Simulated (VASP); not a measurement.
A run of VASP 6.6.1 is set up as follows.

File POSCAR:

```
Sr
1.0
    4.1807002141      0.0000000000      0.0000000000
   -2.0903501071      3.6205925910      0.0000000000
    0.0000000000      0.0000000000      7.0500000000
Sr
2
Direct
    0.3333333333      0.6666666667      0.2500000000
    0.6666666667      0.3333333333      0.7500000000
```

INCAR.step1

```
SYSTEM = Sr
PREC     = Accurate       ! precision mode
ENCUT    = 520            ! plane-wave cutoff, eV
ISMEAR   = 0              ! smearing method
SIGMA    = 0.15           ! smearing width, eV
LREAL    = .False.        ! projectors in reciprocal space
LASPH    = .True.         ! aspherical terms in the spheres
NELM     = 80             ! most SCF steps
NBANDS   = 17             ! bands
GGA      = PE             ! functional
ALGO     = Normal         ! electronic algorithm
EDIFF    = 1E-4           ! SCF threshold, eV
LWAVE    = .True.         ! write WAVECAR
LCHARG   = .False.        ! write CHGCAR
```

File INCAR.step2:

```
SYSTEM = Sr
PREC     = Accurate       ! precision mode
ENCUT    = 520            ! plane-wave cutoff, eV
EDIFF    = 1E-6           ! SCF threshold, eV
ISMEAR   = 0              ! smearing method
SIGMA    = 0.15           ! smearing width, eV
LREAL    = .False.        ! projectors in reciprocal space
LASPH    = .True.         ! aspherical terms in the spheres
NELM     = 80             ! most SCF steps
ALGO     = Normal         ! electronic algorithm
ISIF     = 2              ! what is computed and relaxed
LWAVE    = .False.        ! write WAVECAR
LCHARG   = .False.        ! write CHGCAR
METAGGA  = R2SCAN         ! meta-GGA
LMIXTAU  = .True.       
NBANDS   = 17             ! bands
ISTART   = 1
```

File KPOINTS:

```
Automatic mesh
0
Gamma
  12 12 8
  0 0 0
```

Potentials or basis: VASP PAW PBE potentials, release 64 (Sr_sv).

The run is started by

```sh
$ cat potpaw_PBE.64/Sr_sv/POTCAR > POTCAR
$ cp INCAR.step1 INCAR
$ mpirun -np 1 vasp_std > vasp.out
$ cp INCAR.step2 INCAR
$ mpirun -np 1 vasp_std > vasp.out
```

Q: Predict the band gap on the k mesh.

A: Zero (bands 10 and 11 overlap by 0.36 eV).

Q: Predict the pressure.

A: 0.9 GPa.

Stress tensor (GPa, compression positive):
```
1.09 0.00 0.00
0.00 1.09 0.00
0.00 0.00 0.56
```

Caveat: the cell differs from its parent crystal (strain -0.030 along x and y, +0.000 along z); the PAW data sets were made with another functional, which shifts forces and pressure a little.
